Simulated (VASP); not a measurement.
A run of VASP 6.6.1 is set up as follows.

File INCAR:

```
SYSTEM = SnO2
PREC = Accurate
ENCUT = 600
EDIFF = 1E-6
ISMEAR = 0
SIGMA = 0.02
LREAL = .FALSE.
LASPH = .TRUE.
NELM = 120
ALGO = Normal
ISIF = 2
LWAVE = .FALSE.
LCHARG = .TRUE.
GGA = PS
LELF = .TRUE.
LVHAR = .TRUE.
NBANDS = 35
GGA_COMPAT = .FALSE.
```

Contents of KPOINTS:

```
Automatic mesh
0
G
  6 6 8
  0 0 0
```

Contents of POSCAR:

```
SnO2
1.0
    4.7880040000      0.0000000000      0.0000000000
    0.0000000000      4.8665820000      0.0000000000
    0.0000000000      0.0000000000      3.2408980000
Sn O
2 4
Direct
    0.5000000000      0.5000000000      0.5000000000
    0.0000000000      0.0000000000      0.0000000000
    0.2918550000      0.3210420000      0.0000000000
    0.7918550000      0.1789580000      0.5000000000
    0.2081450000      0.8210420000      0.5000000000
    0.7081450000      0.6789580000      0.0000000000
```

Potentials or basis: VASP PAW PBE potentials, release 64 (Sn_d, O).

The run is started by

```console
$ cat potpaw_PBE.64/Sn_d/POTCAR potpaw_PBE.64/O/POTCAR > POTCAR
$ mpirun -np 1 vasp_std > vasp.out
```

(1) Predict the band gap on the k mesh.

(2) Estimate the largest force.

(3) Predict the pressure.

## Answers

(1) 0.72 eV.

(2) 0.105 eV/Å.

(3) -6.0 GPa.

Caveat: the cell stands under tension; semilocal functionals underestimate gaps, and a narrow one can read as zero; the PAW data sets were made with another functional, which shifts forces and pressure a little; spin-orbit coupling is left out, which moves the levels of the heavy elements.
